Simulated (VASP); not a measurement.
A run of VASP 6.6.1 is set up as follows.

The input INCAR:

```
  PREC = Accurate
  ENCUT = 520
  EDIFF = 1E-6
  ISMEAR = -1
  SIGMA = 0.05
  LREAL = F
  LASPH = T
  NELM = 60
  ALGO = Normal
  ISIF = 2
  LWAVE = F
  LCHARG = F
  GGA = PE
  NBANDS = 18
```

File KPOINTS:

```
Automatic mesh
0
Gamma
  14 14 14
```

File POSCAR:

```
ZnCu
1.0
    2.8853925032      0.0000000000      0.0000000000
    0.0000000000      2.8853925032      0.0000000000
    0.0000000000      0.0000000000      2.8853925032
Zn Cu
1 1
Direct
    0.5000000000      0.5000000000      0.5000000000
    0.0000000000      0.0000000000      0.0000000000
```

Potentials or basis: VASP PAW PBE potentials, release 64 (Zn, Cu).

Command:

```bash
$ cat potpaw_PBE.64/Zn/POTCAR potpaw_PBE.64/Cu/POTCAR > POTCAR
$ mpirun -np 1 vasp_std > vasp.out
```

Task: Predict the pressure.

Result: 11.8 GPa.
